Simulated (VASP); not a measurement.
**Cs4Sn3GeI12: single point with PBEsol**

The system is Cs4Sn3GeI12.

```xyz
40
Lattice="12.3145 0.0000 0.0000 0.0000 12.3145 0.0000 0.0000 0.0000 12.3145" Properties=species:S:1:pos:R:3 pbc="T T T"
Cs    0.0206    0.0045   12.2928
Cs   12.2530   12.3015    6.1773
Cs    0.0071    6.1468    0.0556
Cs    0.0146    6.1456    6.1474
Cs    6.1817   12.2936   12.3000
Cs    6.1358    0.0065    6.1570
Cs    6.1503    6.1446    0.0009
Cs    6.1145    6.1390    6.1543
Ge    3.0876    3.0856    3.0947
Ge    9.2260    9.2261    9.2386
Sn    3.0809    3.0669    9.2484
Sn    3.0870    9.2427    3.0826
Sn    3.0686    9.2239    9.2397
Sn    9.2497    3.0840    3.0798
Sn    9.2403    3.0788    9.2382
Sn    9.2449    9.2407    3.0754
I     3.0748    3.0730    0.0712
I     3.0609    3.0829    6.0758
I     3.0608    9.2364    0.0047
I     3.0815    9.2245    6.1610
I     9.2160    3.0747    0.0009
I     9.2453    3.0623    6.1585
I     9.2273    9.2218   12.2377
I     9.2381    9.2498    6.2339
I     0.0688    3.0935    3.0797
I    12.3118    3.0795    9.2401
I    12.3111    9.2112    3.0784
I    12.2449    9.2369    9.2219
I     6.0698    3.0618    3.0731
I     6.1558    3.0862    9.2243
I     6.1535    9.2334    3.0699
I     6.2393    9.2614    9.2580
I     3.0713    0.0644    3.1057
I     3.0900    0.0030    9.2362
I     3.0697    6.0699    3.0653
I     3.0832    6.1603    9.2441
I     9.2476   12.3072    3.0744
I     9.2409   12.2464    9.2388
I     9.2380    6.1502    3.0690
I     9.2420    6.2407    9.2401
```

- Program: VASP 6.6.1
- Task: single point
- Functional: PBEsol
- Potentials or basis: VASP PAW PBE potentials, release 64 (Cs_sv, Ge_d, Sn_d, I)
- Cutoff: 410 eV
- k mesh: 1 × 1 × 1, shifted
- Occupations: fermi-dirac, width 0.05 eV
- Spin: no spin polarisation
- Dipole correction: no
- Further INCAR settings: LREAL = Auto; ALGO = Normal; EDIFF = 1e-06; NBANDS = 202; ISYM = -1

```json
{"Pressure": "-1.0 GPa", "Largest force": "0.024 eV/Å", "Band gap on the k mesh": "2.23 eV"}
```

Forces in eV/Å, atoms in the order of the input:
```
Cs  -0.008 -0.005  0.007
Cs   0.003 -0.004 -0.001
Cs  -0.003  0.002 -0.007
Cs  -0.011  0.007  0.006
Cs  -0.007  0.005  0.003
Cs   0.009 -0.005 -0.001
Cs   0.009  0.011 -0.001
Cs   0.010  0.006  0.000
Ge   0.015 -0.004  0.001
Ge  -0.003  0.000 -0.008
Sn  -0.005  0.018  0.007
Sn  -0.017  0.010  0.002
Sn  -0.003  0.018  0.002
Sn  -0.007 -0.017  0.002
Sn  -0.011 -0.012  0.000
Sn  -0.015 -0.016  0.011
I    0.005  0.000 -0.007
I    0.001 -0.004 -0.004
I    0.015 -0.001 -0.006
I    0.001  0.004 -0.003
I    0.013  0.003  0.000
I   -0.007  0.011 -0.006
I    0.004  0.001  0.003
I    0.000 -0.003 -0.004
I   -0.016 -0.005 -0.001
I    0.014 -0.001 -0.006
I    0.013  0.006  0.004
I    0.007 -0.001  0.002
I    0.002 -0.001  0.005
I    0.002 -0.008  0.006
I    0.016  0.001  0.009
I    0.001 -0.008 -0.003
I    0.003 -0.007 -0.007
I   -0.012 -0.017 -0.004
I    0.004 -0.004  0.000
I   -0.002 -0.022 -0.010
I   -0.010  0.017  0.001
I   -0.004  0.006 -0.004
I   -0.009  0.016  0.014
I    0.000  0.002 -0.003
```

Stress tensor (GPa, compression positive):
```
-0.98 -0.05 -0.05
-0.05 -0.98 -0.05
-0.05 -0.05 -0.98
```

Levels at points of the mesh, in eV from the valence-band top:
```csv
k point,band 173,band 174,band 175,band 176,band 177,band 178,band 179,band 180
"(0.25, 0.25, 0.25)",-0.38,-0.16,-0.15,0.00,2.23,2.23,2.42,2.42
```

Wall time 27 min on 1 thread of Intel Xeon 8259CL (shared host), peak memory 1.2 GiB.

Caveat: the PAW data sets were made with another functional, which shifts forces and pressure a little; spin-orbit coupling is left out, which moves the levels of the heavy elements.
